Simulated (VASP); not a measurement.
A run of VASP 6.6.1 is set up as follows.

Contents of INCAR:

```
SYSTEM = SrVO3
PREC     = Accurate       ! precision mode
ENCUT    = 520            ! plane-wave cutoff, eV
EDIFF    = 1E-6           ! SCF threshold, eV
ISMEAR   = 0              ! smearing method
SIGMA    = 0.1            ! smearing width, eV
LREAL    = .False.        ! projectors in reciprocal space
LASPH    = .True.         ! aspherical terms in the spheres
NELM     = 150            ! most SCF steps
ALGO     = Normal         ! electronic algorithm
ISIF     = 2              ! what is computed and relaxed
LWAVE    = .False.        ! write WAVECAR
LCHARG   = .True.         ! write CHGCAR
ISPIN    = 2              ! spin polarisation
MAGMOM   = 0 0.22 0 0 0   ! initial moments
LORBIT   = 11             ! projections on sites
LMAXMIX  = 4              ! l up to which the mixer works
GGA      = PS             ! functional
LELF     = .True.         ! ELF
LVHAR    = .True.       
NBANDS   = 32             ! bands
```

The input KPOINTS:

```
regular mesh
0
Gamma
  10 10 10
  0 0 0
```

File POSCAR:

```
SrVO3
1.0
    3.8850519086      0.0000000000      0.0000000000
    0.0000000000      3.8850519086      0.0000000000
    0.0000000000      0.0000000000      3.8850519086
Sr V O
1 1 3
Direct
    0.5000000000      0.5000000000      0.5000000000
    0.0000000000      0.0000000000      0.0000000000
    0.5000000000      0.0000000000      0.0000000000
    0.0000000000      0.5000000000      0.0000000000
    0.0000000000      0.0000000000      0.5000000000
```

Potentials or basis: VASP PAW PBE potentials, release 64 (Sr_sv, V_sv, O).

Run with:

```bash
$ cat potpaw_PBE.64/Sr_sv/POTCAR potpaw_PBE.64/V_sv/POTCAR potpaw_PBE.64/O/POTCAR > POTCAR
$ mpirun -np 1 vasp_std > vasp.out
```

Problem. Predict the pressure.

Solution. -9.4 GPa.

Problem. What does it give for the site moments?

Solution. Sr +0.00; V +0.30; O -0.00 μB.

Problem. What does it give for the net moment?

Solution. 0.32 μB per cell.

Caveat: the cell stands under tension; a moment this small can come from the mesh or the smearing; the PAW data sets were made with another functional, which shifts forces and pressure a little.
